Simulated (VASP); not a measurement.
# CdS (F-43m) in VASP: further runs, part 2 of 2

VASP 6.6.1.

### Step 3. Vibrations by perturbation theory, LDA

INCAR

```
SYSTEM = CdS
PREC     = Accurate       ! precision mode
ENCUT    = 630            ! plane-wave cutoff, eV
EDIFF    = 1E-8           ! SCF threshold, eV
ISMEAR   = 0              ! smearing method
SIGMA    = 0.01           ! smearing width, eV
LREAL    = .False.        ! projectors in reciprocal space
LASPH    = .True.         ! aspherical terms in the spheres
NELM     = 120            ! most SCF steps
ALGO     = Normal         ! electronic algorithm
ISIF     = 2              ! what is computed and relaxed
LWAVE    = .False.        ! write WAVECAR
LCHARG   = .False.        ! write CHGCAR
GGA      = CA             ! functional
IBRION   = 8              ! ionic algorithm
NSW      = 1              ! ionic steps
LEPSILON = .True.         ! dielectric tensor by DFPT
GGA_COMPAT= .False.
```

KPOINTS

```
Automatic mesh
0
Gamma
  6 6 6
  0 0 0
```

POSCAR

```
CdS
1.0
    0.0000000000      2.9165000000      2.9165000000
    2.9165000000      0.0000000000      2.9165000000
    2.9165000000      2.9165000000      0.0000000000
Cd S
1 1
Direct
    0.0000000000      0.0000000000      0.0000000000
    0.7500000000      0.7500000000      0.7500000000
```

Potentials or basis: VASP PAW LDA potentials, release 64 (Cd_sv_GW, S).

Started as:

```
cat potpaw_LDA.64/Cd_sv_GW/POTCAR potpaw_LDA.64/S/POTCAR > POTCAR
mpirun -np 1 vasp_std > vasp.out
```

OUTCAR:

```text
SYSTEM = CdS
   PREC = Accurate
   ENCUT = 630
   EDIFF = 1E-8
   ISMEAR = 0
   LREAL = .False.
   LASPH = .True.
   NELM = 120
   ISIF = 2
   GGA = CA
   IBRION = 8
   NSW = 1
   LEPSILON = .True.

 ion  position               nearest neighbor table
   1  0.000  0.000  0.000-   2 2.53   2 2.53   2 2.53   2 2.53
   2  0.750  0.750  0.750-   1 2.53   1 2.53   1 2.53   1 2.53

  LATTYP: Found a face centered cubic cell.
 ALAT       =     5.8330000000

  Lattice vectors:

 A1 = (   0.0000000000,   2.9165000000,   2.9165000000)
 A2 = (   2.9165000000,   0.0000000000,   2.9165000000)
 A3 = (   2.9165000000,   2.9165000000,   0.0000000000)

Analysis of symmetry for initial positions (statically):
=====================================================================
 Subroutine PRICEL returns:
 Original cell was already a primitive cell.

 Routine SETGRP: Setting up the symmetry group for a
 face centered cubic supercell.

 Subroutine GETGRP returns: Found 24 space group operations
 (whereof 24 operations were pure point group operations)
 out of a pool of 48 trial point group operations.

The static configuration has the point symmetry T_d .

Analysis of symmetry for dynamics (positions and initial velocities):
=====================================================================
 Subroutine PRICEL returns:
 Original cell was already a primitive cell.

 Routine SETGRP: Setting up the symmetry group for a
 face centered cubic supercell.

 Subroutine GETGRP returns: Found 24 space group operations
 (whereof 24 operations were pure point group operations)
 out of a pool of 48 trial point group operations.

The dynamic configuration has the point symmetry T_d .

 Subroutine INISYM returns: Found 24 space group operations
 (whereof 24 operations are pure point group operations),
 and found     1 'primitive' translations

----------------------------------------------------------------------------------------

                                     Primitive cell

  volume of cell :      49.6153

  direct lattice vectors                    reciprocal lattice vectors
     0.000000000  2.916500000  2.916500000    -0.171438368  0.171438368  0.171438368
     2.916500000  0.000000000  2.916500000     0.171438368 -0.171438368  0.171438368
     2.916500000  2.916500000  0.000000000     0.171438368  0.171438368 -0.171438368

  length of vectors
     4.124553855  4.124553855  4.124553855     0.296939964  0.296939964  0.296939964

  position of ions in fractional coordinates (direct lattice)
     0.000000000  0.000000000  0.000000000
     0.750000000  0.750000000  0.750000000

[... 498 lines left out ...]
 -----------------------------------------------------------------------------
    -0.00088  0.63937  0.00000
     0.63937 -0.00088  0.00000
     0.00000  0.00000  0.00127

--------------------------------------- Ionic step        4  -------------------------------------------

------------------------ aborting loop because EDIFF is reached ----------------------------------------

[... ionic steps 5 to 6 ...]

--------------------------------------- Ionic step        7  -------------------------------------------

 Free energy of the ion-electron system (eV)
  ---------------------------------------------------
  ---------------------------------------------------
  free energy    TOTEN  =        -0.10606747 eV

  energy without entropy =       -0.10606747

------------------------ aborting loop because EDIFF is reached ----------------------------------------

 INTERNAL STRAIN TENSOR  FOR ION    2  DIRECTION 1   (eV/Angst):
 -----------------------------------------------------------------------------
    -0.01011  0.00000  0.00000
     0.00000  0.01017  5.53736
     0.00000  5.53736  0.01017

 MACROSCOPIC STATIC DIELECTRIC TENSOR (including local field effects in DFT)
 ------------------------------------------------------
           9.359392    -0.000000     0.000000
          -0.000000     9.359392    -0.000000
           0.000000     0.000000     9.359392
 ------------------------------------------------------

 PIEZOELECTRIC TENSOR (including local field effects)  for field in x, y, z        (e  Angst)
          XX          YY          ZZ          XY          YZ          ZX
  --------------------------------------------------------------------------------
  x     0.00000    -0.00000     0.00000     0.00000     2.00035     0.00000
  y    -0.00000     0.00000    -0.00000     0.00000     0.00000     2.00035
  z    -0.00000     0.00000     0.00000     2.00035     0.00000    -0.00000

 PIEZOELECTRIC TENSOR (including local field effects)  for field in x, y, z        (C/m^2)
          XX          YY          ZZ          XY          YZ          ZX
  --------------------------------------------------------------------------------
  x     0.00000    -0.00000     0.00000     0.00000     0.64595     0.00000
  y    -0.00000     0.00000    -0.00000     0.00000     0.00000     0.64595
  z    -0.00000     0.00000     0.00000     0.64595     0.00000    -0.00000

 BORN EFFECTIVE CHARGES (including local field effects) (in |e|, cummulative output)
 ---------------------------------------------------------------------------------
 ion    1
    1     2.32342     0.00000     0.00000
    2     0.00000     2.32342     0.00000
    3     0.00000     0.00000     2.32342
 ion    2
    1    -2.32342     0.00000     0.00000
    2     0.00000    -2.32342     0.00000
    3     0.00000     0.00000    -2.32342

 INTERNAL STRAIN TENSOR FOR ION    2 for displacements in x,y,z  (eV/Angst):
          X           Y           Z          XY          YZ          ZX
  --------------------------------------------------------------------------------
  x    -0.00000     0.00000     0.00000     0.00000     5.53736     0.00000
  y     0.00000     0.00000     0.00000     0.00000     0.00000     5.53736
  z     0.00000     0.00000    -0.00000     5.53736     0.00000     0.00000

 SECOND DERIVATIVES (NOT SYMMETRIZED)
 ------------------------------------
               1X          1Y          1Z          2X          2Y          2Z
  1X    -4.714634    0.000000    0.000000    4.714634    0.000000    0.000000
  1Y     0.000000   -4.714634    0.000000    0.000000    4.714634    0.000000
  1Z     0.000000    0.000000   -4.714634    0.000000    0.000000    4.714634
  2X     4.744919    0.000000    0.000000   -4.744919    0.000000    0.000000
  2Y     0.000000    4.744919    0.000000    0.000000   -4.744919    0.000000
  2Z     0.000000    0.000000    4.744919    0.000000    0.000000   -4.744919

 Eigenvectors and eigenvalues of the dynamical matrix
 ----------------------------------------------------

   1 f  =    6.812872 THz    42.806538 2PiTHz  227.252952 cm-1    28.175762 meV
             X         Y         Z           dx          dy          dz
      0.000000  0.000000  0.000000    -0.469939    0.000000    0.000000
      4.374750  4.374750  4.374750     0.882699    0.000000    0.000000
[... 21 lines left out ...]
   6 f/i=    0.009048 THz     0.056848 2PiTHz    0.301796 cm-1     0.037418 meV
             X         Y         Z           dx          dy          dz
      0.000000  0.000000  0.000000     0.000000    0.144238    0.870835
      4.374750  4.374750  4.374750     0.000000    0.076791    0.463622

--------------------------------------------------------------------------------------------------------

 MACROSCOPIC STATIC DIELECTRIC TENSOR IONIC CONTRIBUTION
 ------------------------------------------------------
           4.162586     0.000000     0.000000
           0.000000     4.162586     0.000000
           0.000000     0.000000     4.162586
 ------------------------------------------------------

 ELASTIC MODULI CONTR FROM IONIC RELAXATION (kBar)
 Direction    XX          YY          ZZ          XY          YZ          ZX
 --------------------------------------------------------------------------------
 XX          -0.0000      0.0000      0.0000     -0.0000      0.0000      0.0000
 YY           0.0000     -0.0000      0.0000     -0.0000     -0.0000     -0.0000
 ZZ           0.0000      0.0000     -0.0000      0.0000     -0.0000      0.0000
 XY          -0.0000     -0.0000      0.0000   -224.2324      0.0000      0.0000
 YZ           0.0000     -0.0000     -0.0000      0.0000   -224.2324      0.0000
 ZX           0.0000     -0.0000      0.0000      0.0000      0.0000   -224.2324
 --------------------------------------------------------------------------------

 PIEZOELECTRIC TENSOR IONIC CONTR  for field in x, y, z        (C/m^2)
          XX          YY          ZZ          XY          YZ          ZX
  --------------------------------------------------------------------------------
  x     0.00000    -0.00000    -0.00000     0.00000    -0.90908     0.00000
  y     0.00000    -0.00000     0.00000     0.00000     0.00000    -0.90908
  z    -0.00000    -0.00000     0.00000    -0.90908     0.00000     0.00000
```

Run time: 14 min. Hardware: 1 thread of Intel Xeon 6975P-C (Granite Rapids), shared host; peak memory 0.33 GiB.

What came out:

```
Electronic dielectric tensor (diagonal)                 : 9.36
Born charges (mean of the diagonal)                     : Cd +2.32; S -2.32 e
Highest phonon frequency at Γ, LO-TO splitting left out : 227 cm⁻¹
```

Phonon frequencies in cm⁻¹ (negative: imaginary):
| q point | frequencies |
| --- | --- |
| (0.000, 0.000, 0.000) | 0 0 0 227 227 227 |

Electronic dielectric tensor:
```
9.36 0.00 0.00
0.00 9.36 0.00
0.00 0.00 9.36
```

Born effective charge tensors (e):
atom 1, Cd
```
2.32 0.00 0.00
0.00 2.32 0.00
0.00 0.00 2.32
```
atom 2, S
```
-2.32  0.00  0.00
 0.00 -2.32  0.00
 0.00  0.00 -2.32
```

Caveat: the cell stands under pressure or tension, which shifts response properties.

### Step 4. Dielectric tensor, LDA

INCAR

```
PREC = Accurate ; ENCUT = 470
EDIFF = 1E-8 ; ISMEAR = 0
SIGMA = 0.01 ; LREAL = F
LASPH = T ; NELM = 120
ALGO = Normal ; ISIF = 2
LWAVE = F ; LCHARG = F
LEPSILON = T ; GGA_COMPAT = F
```

KPOINTS

```
regular mesh
0
Gamma
  8 8 8
```

POSCAR is that of step 3.

Potentials or basis: VASP PAW LDA potentials, release 64 (Cd_sv_GW, S).

Started as:

```
cat potpaw_LDA.64/Cd_sv_GW/POTCAR potpaw_LDA.64/S/POTCAR > POTCAR
mpirun -np 1 vasp_std > vasp.out
```

OUTCAR:

```text
PREC = Accurate
   ENCUT = 470
   EDIFF = 1E-8
   ISMEAR = 0
   LREAL = F
   LASPH = T
   NELM = 120
   ISIF = 2
   LEPSILON = T

 ion  position               nearest neighbor table
   1  0.000  0.000  0.000-   2 2.53   2 2.53   2 2.53   2 2.53
   2  0.750  0.750  0.750-   1 2.53   1 2.53   1 2.53   1 2.53

  LATTYP: Found a face centered cubic cell.
 ALAT       =     5.8330000000

  Lattice vectors:

 A1 = (   0.0000000000,   2.9165000000,   2.9165000000)
 A2 = (   2.9165000000,   0.0000000000,   2.9165000000)
 A3 = (   2.9165000000,   2.9165000000,   0.0000000000)

Analysis of symmetry for initial positions (statically):
=====================================================================
 Subroutine PRICEL returns:
 Original cell was already a primitive cell.

 Routine SETGRP: Setting up the symmetry group for a
 face centered cubic supercell.

 Subroutine GETGRP returns: Found 24 space group operations
 (whereof 24 operations were pure point group operations)
 out of a pool of 48 trial point group operations.

The static configuration has the point symmetry T_d .

[... 696 lines left out ...]
 Free energy of the ion-electron system (eV)
  ---------------------------------------------------
  ---------------------------------------------------
  free energy    TOTEN  =        -0.95046529 eV

  energy without entropy =       -0.95046529

------------------------ aborting loop because EDIFF is reached ----------------------------------------

 PIEZOELECTRIC TENSOR FIELD DIRECTION 3  (e Angst)
 -----------------------------------------------------------------------------
    -0.00220  1.85093  0.00000           (  0.00000 -0.07571  0.00000)
     1.85093 -0.00220  0.00000           ( -0.07571  0.00000  0.00000)
     0.00000  0.00000  0.00238           (  0.00000  0.00000 -0.00000)

 PIEZOELECTRIC TENSOR FIELD DIRECTION 3  (C/m^2)
 -----------------------------------------------------------------------------
    -0.00071  0.59770  0.00000
     0.59770 -0.00071  0.00000
     0.00000  0.00000  0.00077

 MACROSCOPIC STATIC DIELECTRIC TENSOR (including local field effects in DFT)
 ------------------------------------------------------
           7.624606    -0.000000     0.000000
           0.000000     7.624606    -0.000000
           0.000000    -0.000000     7.624606
 ------------------------------------------------------

 PIEZOELECTRIC TENSOR (including local field effects)  for field in x, y, z        (e  Angst)
          XX          YY          ZZ          XY          YZ          ZX
  --------------------------------------------------------------------------------
  x     0.00000    -0.00000    -0.00000     0.00000     1.86439     0.00000
  y     0.00000    -0.00000     0.00000     0.00000     0.00000     1.86439
  z    -0.00000    -0.00000     0.00000     1.86439     0.00000     0.00000

 PIEZOELECTRIC TENSOR (including local field effects)  for field in x, y, z        (C/m^2)
          XX          YY          ZZ          XY          YZ          ZX
  --------------------------------------------------------------------------------
  x     0.00000    -0.00000    -0.00000     0.00000     0.60205     0.00000
  y     0.00000    -0.00000     0.00000     0.00000     0.00000     0.60205
  z    -0.00000    -0.00000     0.00000     0.60205     0.00000     0.00000

 BORN EFFECTIVE CHARGES (including local field effects) (in |e|, cummulative output)
 ---------------------------------------------------------------------------------
 ion    1
    1     2.23232     0.00000    -0.00000
    2     0.00000     2.23232     0.00000
    3    -0.00000     0.00000     2.23232
 ion    2
    1    -2.23232     0.00000     0.00000
    2    -0.00000    -2.23232    -0.00000
    3     0.00000    -0.00000    -2.23232
```

OSZICAR:

```text
N       E                     dE             d eps       ncg     rms          rms(c)
DAV:   1     0.349582262666E+03    0.34958E+03   -0.14498E+04  1115   0.176E+03
DAV:   2     0.303441149491E+02   -0.31924E+03   -0.30808E+03  1014   0.641E+02
DAV:   3    -0.681178327382E+01   -0.37156E+02   -0.36939E+02  1536   0.217E+02
[... 12 lines left out ...]
RMM:  11    -0.950465939234E+00    0.75108E-05    0.16084E-06  7261   0.655E-03    0.659E-04
RMM:  12    -0.950463378168E+00    0.25611E-05   -0.27211E-06  7711   0.323E-03    0.131E-04
RMM:  13    -0.950465133614E+00   -0.17554E-05   -0.23486E-06  7519   0.126E-03    0.468E-05
RMM:  14    -0.950464940034E+00    0.19358E-06   -0.12429E-06  7452   0.649E-04    0.354E-05
RMM:  15    -0.950465225572E+00   -0.28554E-06   -0.25835E-06  5730   0.479E-04    0.103E-05
RMM:  16    -0.950465289108E+00   -0.63537E-07   -0.27182E-06  3672   0.439E-04    0.397E-06
```

It took 15 min on 1 thread of Intel Xeon Platinum 8259CL at 2.50GHz (Skylake/Cascade Lake), shared host; peak memory 0.31 GiB.

What came out:

```yaml
Band_gap_on_the_k_mesh: 0.88 eV
Electronic_dielectric_tensor_diagonal: 7.62
Born_charges_mean_of_the_diagonal: Cd +2.23; S -2.23 e
```

Electronic dielectric tensor:
```
7.62 0.00 0.00
0.00 7.62 0.00
0.00 0.00 7.62
```

Born effective charge tensors (e):
atom 1, Cd
```
2.23 0.00 0.00
0.00 2.23 0.00
0.00 0.00 2.23
```
atom 2, S
```
-2.23  0.00  0.00
 0.00 -2.23  0.00
 0.00  0.00 -2.23
```

Expect the measured gap to be larger: semilocal functionals such as LDA lack the derivative discontinuity.

### Step 5. Elastic constants, rpbe exchange, lyp correlation

INCAR

```
PREC = Accurate ; ENCUT = 500
EDIFF = 1E-8 ; ISMEAR = 0
SIGMA = 0.01 ; LREAL = False
LASPH = True ; NELM = 120
ALGO = Normal ; ISIF = 3
LWAVE = False ; LCHARG = False
GGA = LIBXC ; LIBXC1 = GGA_X_RPBE
LIBXC2 = GGA_C_LYP ; IBRION = 6
NFREE = 2 ; POTIM = 0.015
NSW = 1 ; GGA_COMPAT = False
```

KPOINTS

```
regular mesh
0
Gamma
  6 6 6
```

POSCAR is that of step 4.

Potentials or basis: VASP PAW PBE potentials, release 64 (Cd, S).

Started as:

```
cat potpaw_PBE.64/Cd/POTCAR potpaw_PBE.64/S/POTCAR > POTCAR
mpirun -np 1 vasp_std > vasp.out
```

It took 3.5 min on 1 thread of Intel Xeon 6975P-C (Granite Rapids), shared host; peak memory 0.23 GiB.

Results (log left out):

- Elastic constants C11, C12, C44: 78, 65, 21 GPa
- Voigt bulk modulus: 70 GPa
- Highest phonon frequency at Γ, LO-TO splitting left out: 247 cm⁻¹

Phonon frequencies in cm⁻¹ (negative: imaginary):
```tsv
q point	frequencies
(0.000, 0.000, 0.000)	0 0 0 247 247 247
```

Elastic tensor in Voigt notation (GPa, in the Cartesian axes of the cell as first typed):
```
78 65 65  0  0  0
65 78 65  0  0  0
65 65 78  0  0  0
 0  0  0 21  0  0
 0  0  0  0 21  0
 0  0  0  0  0 21
```

Clamped-ion elastic tensor (GPa):
```
78 65 65  0  0  0
65 78 65  0  0  0
65 65 78  0  0  0
 0  0  0 60  0  0
 0  0  0  0 60  0
 0  0  0  0  0 60
```

Caveat: the cell is under stress, which shifts elastic constants; the PAW data sets were made with another functional, which shifts forces and pressure a little.
